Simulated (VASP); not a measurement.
Here is a VASP 6.6.1 calculation.

The input POSCAR:

```
Tl3O
1.0
    4.5347962392      0.0000000000      0.0000000000
    0.0000000000      4.5347962392      0.0000000000
    0.0000000000      0.0000000000      4.5347962392
Tl O
3 1
Direct
    0.0000000000      0.5000000000      0.5000000000
    0.5000000000      0.0000000000      0.5000000000
    0.5000000000      0.5000000000      0.0000000000
    0.0000000000      0.0000000000      0.0000000000
```

Contents of INCAR.step1:

```
PREC = Accurate ; ENCUT = 520
ISMEAR = 0 ; SIGMA = 0.1
LREAL = False ; LASPH = True
NELM = 100 ; NBANDS = 30
GGA = PE ; ALGO = Normal
EDIFF = 1E-4 ; LWAVE = True
LCHARG = False
```

INCAR.step2

```
PREC = Accurate ; ENCUT = 520
EDIFF = 1E-6 ; ISMEAR = 0
SIGMA = 0.1 ; LREAL = False
LASPH = True ; NELM = 100
ALGO = Normal ; ISIF = 2
LWAVE = False ; LCHARG = False
METAGGA = R2SCAN ; LMIXTAU = True
NBANDS = 30 ; ISTART = 1
```

File KPOINTS:

```
regular mesh
0
Gamma
  10 10 10
```

Potentials or basis: VASP PAW PBE potentials, release 64 (Tl_d, O).

Run with:

```console
$ cat potpaw_PBE.64/Tl_d/POTCAR potpaw_PBE.64/O/POTCAR > POTCAR
$ cp INCAR.step1 INCAR
$ mpirun -np 1 vasp_std > vasp.out
$ cp INCAR.step2 INCAR
$ mpirun -np 1 vasp_std > vasp.out
```

(1) What does it give for the pressure?

(2) Predict the band gap on the k mesh.

## Answers

(1) 0.0 GPa.

(2) zero (an odd number of electrons rules out a gap without spin polarisation).

Caveat: the PAW data sets were made with another functional, which shifts forces and pressure a little; spin-orbit coupling is left out, which moves the levels of the heavy elements; an odd number of electrons without spin polarisation forces a metal; a magnetic or distorted state may lie lower.
